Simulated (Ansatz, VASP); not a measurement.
**Al2SiO: VASP beside Ansatz**

INCAR

```
  ALGO = Normal
  EDIFF = 1E-6
  ENCUT = 520
  GGA = PE
  ISIF = 2
  ISMEAR = 0
  ISPIN = 2
  LASPH = True
  LCHARG = False
  LORBIT = 11
  LREAL = False
  LWAVE = False
  MAGMOM = 0 0 0 1
  NBANDS = 20
  NELM = 150
  PREC = Accurate
  SIGMA = 0.1
```

The input KPOINTS:

```
k-points
0
Gamma
  6 6 6
```

The input POSCAR:

```
Al2SiO
1.0
    4.8034514796      0.0000000000      0.0000000000
   -2.4017257398      4.1599110072      0.0000000000
    0.0000000000      0.0000000000      3.3592212986
Al Si O
2 1 1
Direct
    0.3333333333      0.6666666667      0.5000000000
    0.6666666667      0.3333333333      0.5000000000
    0.0000000000      0.0000000000      0.5000000000
    0.0000000000      0.0000000000      0.0000000000
```

Input for Ansatz:

```yaml
crystal:
  lattice:
    - [4.8034514796, 0.0, 0.0]
    - [-2.4017257398, 4.1599110072, 0.0]
    - [0.0, 0.0, 3.3592212986]
  atoms:
    - { symbol: Al, position: [0.3333333333, 0.6666666667, 0.5] }
    - { symbol: Al, position: [0.6666666667, 0.3333333333, 0.5] }
    - { symbol: Si, position: [0.0, 0.0, 0.5] }
    - { symbol: O, position: [0.0, 0.0, 0.0], spin: 1.0 }
basis:
  ecutwfc: 420
kpoints:
  mp_grid: { grid: [6, 6, 6] }
hamiltonian:
  xc: pbe
scf:
  occupations: { method: gaussian, width: 0.1 }
  lower_state_search: "off"
output:
  forces: true
  stress: true
  eigenvalues: true
  populations: true
magnetization:
  spin_polarized: true
```

Alike in both runs: task single point; functional PBE; k mesh 6 × 6 × 6; occupations gaussian, width 0.1 eV; collinear spin.

|  | VASP | Ansatz |
| --- | --- | --- |
| version | VASP 6.6.1 | Ansatz 0.2.0 |
| potentials or method | VASP PAW PBE potentials, release 64 (Al, Si, O), cutoff 520 eV | scalar-relativistic, plane waves, PAW |
| valence electrons in the cell | 16 | 16 |

|  | VASP | Ansatz | Ansatz less VASP |
| --- | --- | --- | --- |
| gap on the k mesh at the Fermi level (eV) | none | none | - |
| pressure (GPa) | 0.0 | 0.0 | -0.01 |
| traceless stress, the component that is largest in VASP (GPa) | 0.13 | -0.15 | -0.280 |
| net moment per atom (μB) | 0.00 | 0.00 | +0.001 |

A gap of «none» marks a metal or a gap that the smearing closes. Ansatz's warnings: seeded moment not kept.
